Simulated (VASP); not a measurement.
Write the native input for VASP 6.6.1 that does the following.

- Task: single point
- Functional: PBE
- Potentials or basis: VASP PAW PBE potentials, release 64 (Au)
- Cutoff: 520 eV
- k mesh: 15 × 15 × 8
- Occupations: fermi-dirac, width 0.08 eV
- Spin: no spin polarisation
- Dipole correction: no
- Further INCAR settings: ALGO = Normal; EDIFF = 1e-06; NBANDS = 18

The structure of Au lies in POSCAR:

```
Au
1.0
    2.9117187291      0.0000000000      0.0000000000
   -1.4558593645      2.5216223881      0.0000000000
    0.0000000000      0.0000000000      4.9017294074
Au
2
Direct
    0.3333333333      0.6666666667      0.2500000000
    0.6666666667      0.3333333333      0.7500000000
```

The input as run:

INCAR

```
SYSTEM = Au
PREC     = Accurate       ! precision mode
ENCUT    = 520            ! plane-wave cutoff, eV
EDIFF    = 1E-6           ! SCF threshold, eV
ISMEAR   = -1             ! smearing method
SIGMA    = 0.08           ! smearing width, eV
LREAL    = .False.        ! projectors in reciprocal space
LASPH    = .True.         ! aspherical terms in the spheres
NELM     = 80             ! most SCF steps
ALGO     = Normal         ! electronic algorithm
ISIF     = 2              ! what is computed and relaxed
LWAVE    = .False.        ! write WAVECAR
LCHARG   = .False.        ! write CHGCAR
GGA      = PE             ! functional
NBANDS   = 18             ! bands
```

KPOINTS

```
Automatic mesh
0
Gamma
  15 15 8
  0 0 0
```

Potentials or basis: VASP PAW PBE potentials, release 64 (Au).

Command:

```sh
$ cat potpaw_PBE.64/Au/POTCAR > POTCAR
$ mpirun -np 1 vasp_std > vasp.out
```

Results of the run:

| Property | Result |
| --- | --- |
| Pressure | -0.3 GPa |
| Band gap on the k mesh | zero (band 11 reaches 12.62 eV, above the bottom of band 12 at 6.02 eV) |

Caveat: spin-orbit coupling is left out, which moves the levels of the heavy elements.

It took 24 s on 1 thread of Intel(R) Xeon(R) Platinum 8488C (Sapphire Rapids) (shared host), peak memory 0.2 GiB.
